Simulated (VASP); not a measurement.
# KBr (I4/mmm) in VASP: single point with HSE06

Aim: the single point of KBr with HSE06.

All numbers are computed with VASP 6.6.1; they aren't measurements. Logs are shortened: lines on timing, memory, paths and dates and some standing lists are left out, and cuts for length are marked.

## 1. The cell of the first run

It takes space group I4/mmm (No. 139, tetragonal). Conventional cell: a = 4.794 Å, b = 4.794 Å, c = 6.567 Å, α = 90.00°, β = 90.00°, γ = 90.00°. K (site symmetry 4/mmm) has 6 Br at 3.28 to 3.39 Å within 4.3 Å. Br (site symmetry 4/mmm) has 6 K at 3.28 to 3.39 Å within 4.3 Å.

## 2. Single point, HSE06 (epitaxial xy strain +2.7%)

File POSCAR:

```
KBr
1.0
    0.0000000000      3.3900876265      3.2836922682
    3.3900876265      0.0000000000      3.2836922682
    3.3900876265      3.3900876265      0.0000000000
K Br
1 1
Direct
    0.0000000000      0.0000000000      0.0000000000
    0.5000000000      0.5000000000      0.5000000000
```

File INCAR.step1:

```
PREC     = Accurate       # precision mode
ENCUT    = 520            # plane-wave cutoff, eV
EDIFF    = 1E-5           # SCF threshold, eV
ISMEAR   = 0              # smearing method
SIGMA    = 0.01           # smearing width, eV
LREAL    = F              # projectors in reciprocal space
LASPH    = T              # aspherical terms in the spheres
NELM     = 60             # most SCF steps
ALGO     = Normal         # electronic algorithm
ISIF     = 2              # what is computed and relaxed
LWAVE    = T              # write WAVECAR
NBANDS   = 15             # bands
GGA      = PE             # functional
```

File INCAR.step2:

```
PREC     = Accurate       # precision mode
ENCUT    = 520            # plane-wave cutoff, eV
EDIFF    = 1E-7           # SCF threshold, eV
ISMEAR   = 0              # smearing method
SIGMA    = 0.01           # smearing width, eV
LREAL    = F              # projectors in reciprocal space
LASPH    = T              # aspherical terms in the spheres
NELM     = 60             # most SCF steps
ALGO     = Normal         # electronic algorithm
ISIF     = 2              # what is computed and relaxed
LWAVE    = F              # write WAVECAR
LCHARG   = T              # write CHGCAR
GGA      = PE             # functional
LHFCALC  = T              # exact exchange
HFSCREEN = 0.2079         # screening, 1/A
PRECFOCK = Normal       
LELF     = T              # ELF
LVHAR    = T            
NBANDS   = 15             # bands
ISTART   = 1
```

File KPOINTS:

```
Automatic mesh
0
Gamma
  4 4 4
```

Potentials or basis: VASP PAW PBE potentials, release 64 (K_sv, Br).

Started as:

```bash
$ cat potpaw_PBE.64/K_sv/POTCAR potpaw_PBE.64/Br/POTCAR > POTCAR
$ cp INCAR.step1 INCAR
$ mpirun -np 1 vasp_std > vasp.out
$ cp INCAR.step2 INCAR
$ mpirun -np 1 vasp_std > vasp.out
```

OUTCAR:

```text
PREC = Accurate
   ENCUT = 520
   EDIFF = 1E-7
   ISMEAR = 0
   LREAL = F
   LASPH = T
   NELM = 60
   ISIF = 2
   GGA = PE
   LHFCALC = T
   HFSCREEN = 0.2079
   PRECFOCK = Normal
   ISTART = 1

 ion  position               nearest neighbor table
   1  0.000  0.000  0.000-   2 3.28   2 3.28
   2  0.500  0.500  0.500-   1 3.28   1 3.28

  LATTYP: Found a body centered tetragonal cell.
 ALAT       =     4.7943078990
 C/A-ratio  =     1.3698295301

  Lattice vectors:

 A1 = (   0.0000000000,  -3.3900876265,  -3.2836922682)
 A2 = (   0.0000000000,   3.3900876265,  -3.2836922682)
 A3 = (   3.3900876265,   0.0000000000,   3.2836922682)

Analysis of symmetry for initial positions (statically):
=====================================================================
 Subroutine PRICEL returns:
 Original cell was already a primitive cell.

 Routine SETGRP: Setting up the symmetry group for a
 body centered tetragonal supercell.

 Subroutine GETGRP returns: Found 16 space group operations
 (whereof 16 operations were pure point group operations)
 out of a pool of 16 trial point group operations.

The static configuration has the point symmetry D_4h.

Analysis of symmetry for dynamics (positions and initial velocities):
=====================================================================
 Subroutine PRICEL returns:
 Original cell was already a primitive cell.

 Routine SETGRP: Setting up the symmetry group for a
 body centered tetragonal supercell.

 Subroutine GETGRP returns: Found 16 space group operations
 (whereof 16 operations were pure point group operations)
 out of a pool of 16 trial point group operations.

The dynamic configuration has the point symmetry D_4h.

 Subroutine INISYM returns: Found 16 space group operations
 (whereof 16 operations are pure point group operations),
 and found     1 'primitive' translations

----------------------------------------------------------------------------------------

                                     Primitive cell

  volume of cell :      75.4769

  direct lattice vectors                    reciprocal lattice vectors
     0.000000000  3.390087627  3.283692268    -0.147488813  0.147488813  0.152267618
     3.390087627  0.000000000  3.283692268     0.147488813 -0.147488813  0.152267618
     3.390087627  3.390087627  0.000000000     0.147488813  0.147488813 -0.152267618

  length of vectors
     4.719674674  4.719674674  4.794307899     0.258246641  0.258246641  0.258246641

  position of ions in fractional coordinates (direct lattice)
     0.000000000  0.000000000  0.000000000
     0.500000000  0.500000000  0.500000000

  ion indices of the primitive-cell ions
   primitive index   ion index
                 1           1
                 2           2

----------------------------------------------------------------------------------------

 KPOINTS: Automatic mesh

Automatic generation of k-mesh.
 Grid dimensions read from file:
 generate k-points for:    4    4    4

 Generating k-lattice:

  Cartesian coordinates                     Fractional coordinates (reciprocal lattice)
    -0.036872203  0.036872203  0.038066905     0.250000000  0.000000000  0.000000000
     0.036872203 -0.036872203  0.038066905     0.000000000  0.250000000  0.000000000
     0.036872203  0.036872203 -0.038066905    -0.000000000 -0.000000000  0.250000000

  Length of vectors
     0.064561660  0.064561660  0.064561660

  Shift w.r.t. Gamma in fractional coordinates (k-lattice)
     0.000000000  0.000000000  0.000000000

 Subroutine IBZKPT returns following result:
 ===========================================

 Found     13 irreducible k-points:

 Following reciprocal coordinates:
            Coordinates               Weight
  0.000000  0.000000  0.000000      1.000000
  0.250000  0.000000  0.000000      8.000000
  0.500000  0.000000  0.000000      4.000000
  0.250000  0.250000  0.000000      2.000000
  0.500000  0.250000  0.000000      8.000000
 -0.250000  0.250000  0.000000      4.000000
  0.500000  0.500000  0.000000      1.000000
  0.250000  0.000000  0.250000      4.000000
  0.500000  0.000000  0.250000     16.000000
 -0.250000 -0.000000  0.250000      8.000000
 -0.250000  0.500000  0.250000      4.000000
  0.500000  0.000000  0.500000      2.000000
 -0.250000  0.250000  0.500000      2.000000
   k-points           NKPTS =     13   k-points in BZ     NKDIM =     64   number of bands    NBANDS=     15
   number of dos      NEDOS =    301   number of ions     NIONS =      2
   total plane-waves  NPLWV =  46656
   dimension x,y,z NGX =    36 NGY =   36 NGZ =   36
   dimension x,y,z NGXF=    72 NGYF=   72 NGZF=   72
   ions per type =               1   1
   NGX,Y,Z   is equivalent  to a cutoff of  12.68, 12.68, 12.48 a.u.
   NGXF,Y,Z  is equivalent  to a cutoff of  25.36, 25.36, 24.97 a.u.
 SYSTEM =  unknown system
   PREC   = accura    normal or accurate (medium, high low for compatibility)
   ISTART =      1    job   : 0-new  1-cont  2-samecut
   ICHARG =      0    charge: 1-file 2-atom 10-const
   ISPIN  =      1    spin polarized calculation?
   LNONCOLLINEAR =      F non collinear calculations
   LSORBIT =      F    spin-orbit coupling
   LASPH  =      T    aspherical Exc in radial PAW
   ENCUT  =  520.0 eV  38.22 Ry    6.18 a.u.   8.78  8.78  8.91*2*pi/ulx,y,z
   NELM   =     60;   NELMIN=  2; NELMDL=  0     # of ELM steps
   EDIFF  = 0.1E-06   stopping-criterion for ELM
   LREAL  =      F    real-space projection
   EDIFFG = 0.1E-05   stopping-criterion for IOM
   NSW    =      0    number of steps for IOM
   IBRION =     -1    ionic relax: 0-MD 1-quasi-New 2-CG
   NFREE  =      0    steps in history (QN), initial steepest desc. (CG)
   ISIF   =      2    stress and relaxation
   ISYM   =      3    0-nonsym 1-usesym 2-fastsym
   POTIM  = 0.5000    time-step for ionic-motion
   TEBEG  =    0.0;   TEEND  =   0.0 temperature during run
   PSTRESS=    0.0 pullay stress
   NELECT =      16.0000    total number of electrons
   NUPDOWN=      -1.0000    fix difference up-down
   EMIN   =  10.00;   EMAX   =-10.00  energy-range for DOS
   EFERMI =   0.00;   METHOD = LEGACY
   ISMEAR =     0;   SIGMA  =   0.01  broadening in eV -4-tet -1-fermi 0-gaus
   EFERMI_NEDOS =   21; number of points for ismear=-14 and -15
   IALGO  =     38    algorithm
   IMIX   =      1    mixing-type and parameters
     AMIX     =   0.40;   BMIX     =  1.00
     AMIX_MAG =   1.60;   BMIX_MAG =  1.00
  volume/ion in A,a.u.               =      37.74       254.67
  Fermi-wavevector in a.u.,A,eV,Ry     =   0.976135  1.844628 12.964179  0.952840
  Thomas-Fermi vector in A             =   2.106730
   LORBIT       =      0    0 simple, 1 ext, 2 COOP (PROOUT), +10 PAW based schemes
   GGA     = PE    functional components
   LHFCALC =     T    Hartree Fock is set to
   PRECFOCK=normal    Normal, Fast or Accurate (Low or Medium for compatibility)
   ENCUT4O =  -1.0   cutoff for four orbital integrals eV
   NKREDX  =     1    reduce k-point grid by
   NKREDY  =     1    reduce k-point grid by
   NKREDZ  =     1    reduce k-point grid by
   AEXX    =    0.2500 exact exchange contribution
   HFSCREEN=    0.2079 screening length (either q_TF or 0.3 A-1)
   HFSCREENC=   0.2079 screening length for correlation (either q_TF or 0.3 A-1)
   ENCUTFOCK=  -1.0 apply spherical cutoff to Coloumb kernel
   IVDW    =     0    specifies the selected vdW correction
   LEPSILON=     F    determine dielectric tensor
   LRPA    =     F    only Hartree local field effects (RPA)
 non-spin polarized calculation
 Gauss-broadening in eV      SIGMA  =   0.01
  energy-cutoff  :      520.00
  volume of cell :       75.48
 maximum number of plane-waves:      2056
  NGX = 28; NGY = 28; NGZ = 28

 number of electron      16.0000001 magnetization

 Free energy of the ion-electron system (eV)
  ---------------------------------------------------
  ext. energy  EPLUGINS =         0.00000000
  ---------------------------------------------------
  free energy    TOTEN  =        -7.16760510 eV

  energy without entropy =       -7.16760510  energy(sigma->0) =       -7.16760510

 E-fermi :  -2.7271     XC(G=0):  -6.0273

 val. band max:       -2.7915106577   @ k =   0.0000   0.0000   0.0000
 cond. band min:       2.6634892967   @ k =   0.0000   0.0000   0.0000
 fundamental gap:      5.4549999545
 Fermi energy:        -2.7270517989

 k-point     1 :       0.0000    0.0000    0.0000
  band No.  band energies     occupation
      1     -32.8697      2.00000
      2     -16.0589      2.00000
      3     -14.9908      2.00000
      4     -14.9901      2.00000
      5     -14.9901      2.00000
      6      -2.7976      2.00000
      7      -2.7976      2.00000
      8      -2.7915      2.00000
      9       2.6635      0.00000
     10       6.0881      0.00000
     11       6.0881      0.00000
     12       6.2794      0.00000
     13       6.9901      0.00000
     14       7.1583      0.00000
     15       9.8125      0.00000

 k-point     2 :       0.2500    0.0000    0.0000
  band No.  band energies     occupation
      1     -32.8674      2.00000
      2     -16.1471      2.00000
      3     -14.9933      2.00000
      4     -14.9908      2.00000
      5     -14.8632      2.00000
      6      -3.4272      2.00000
      7      -2.9546      2.00000
      8      -2.9518      2.00000
      9       3.8906      0.00000
     10       5.9213      0.00000
     11       6.8076      0.00000
     12       6.9149      0.00000
     13       7.7154      0.00000
     14       7.9124      0.00000
     15      10.7153      0.00000
[... 167 lines left out ...]
      3     -15.0649      2.00000
      4     -15.0229      2.00000
      5     -15.0155      2.00000
      6      -3.6169      2.00000
      7      -3.0822      2.00000
      8      -3.0567      2.00000
      9       4.3323      0.00000
     10       5.4914      0.00000
     11       7.6352      0.00000
     12       8.0649      0.00000
     13       8.3213      0.00000
     14       9.4888      0.00000
     15       9.6776      0.00000

 k-point    13 :      -0.2500    0.2500    0.5000
  band No.  band energies     occupation
      1     -32.8641      2.00000
      2     -16.0795      2.00000
      3     -15.0399      2.00000
      4     -15.0399      2.00000
      5     -14.8635      2.00000
      6      -3.3727      2.00000
      7      -3.3727      2.00000
      8      -3.3483      2.00000
      9       5.8523      0.00000
     10       5.8523      0.00000
     11       6.5619      0.00000
     12       7.4466      0.00000
     13       9.3323      0.00000
     14       9.5325      0.00000
     15       9.9976      0.00000

------------------------ aborting loop because EDIFF is reached ----------------------------------------

  FORCE on cell =-STRESS in cart. coord.  units (eV):
  Direction    XX          YY          ZZ          XY          YZ          ZX
  --------------------------------------------------------------------------------------
  -------------------------------------------------------------------------------------
  Total       -0.2271867     -0.2271867      0.1748339      0.0000000      0.0000000     -0.0000000
  in kB       -4.8225771     -4.8225771      3.7112657      0.0000000      0.0000000     -0.0000000
  external PRESSURE =      -1.9779628 kB  Pullay stress =       0.0000000 kB

 VOLUME and BASIS-vectors are now :
 -----------------------------------------------------------------------------
  energy-cutoff  :      520.00
  volume of cell :       75.48
      direct lattice vectors                 reciprocal lattice vectors
     0.000000000  3.390087627  3.283692268    -0.147488813  0.147488813  0.152267618
     3.390087627  0.000000000  3.283692268     0.147488813 -0.147488813  0.152267618
     3.390087627  3.390087627  0.000000000     0.147488813  0.147488813 -0.152267618

 POSITION                                       TOTAL-FORCE (eV/Angst)
 -----------------------------------------------------------------------------------
      0.00000      0.00000      0.00000         0.000000      0.000000     -0.000000
      3.39009      3.39009      3.28369         0.000000      0.000000      0.000000
 -----------------------------------------------------------------------------------
    total drift:                                0.000001     -0.000000      0.000001

  FREE ENERGIE OF THE ION-ELECTRON SYSTEM (eV)
  ---------------------------------------------------
  free  energy   TOTEN  =        -7.1676050981 eV

  energy  without entropy=       -7.1676050981  energy(sigma->0) =       -7.16760510
```

Wall time 22 min (1 thread of AMD EPYC 7R43 (Zen 3), shared host); peak memory 0.29 GiB.

Results:

* Free energy: -7.1676 eV
* Pressure: -0.2 GPa
* Band gap on the k mesh: 5.46 eV

Caveat: the cell differs from its parent crystal (epitaxial xy strain +2.7%); the PAW data sets were made with another functional, which shifts forces and pressure a little.
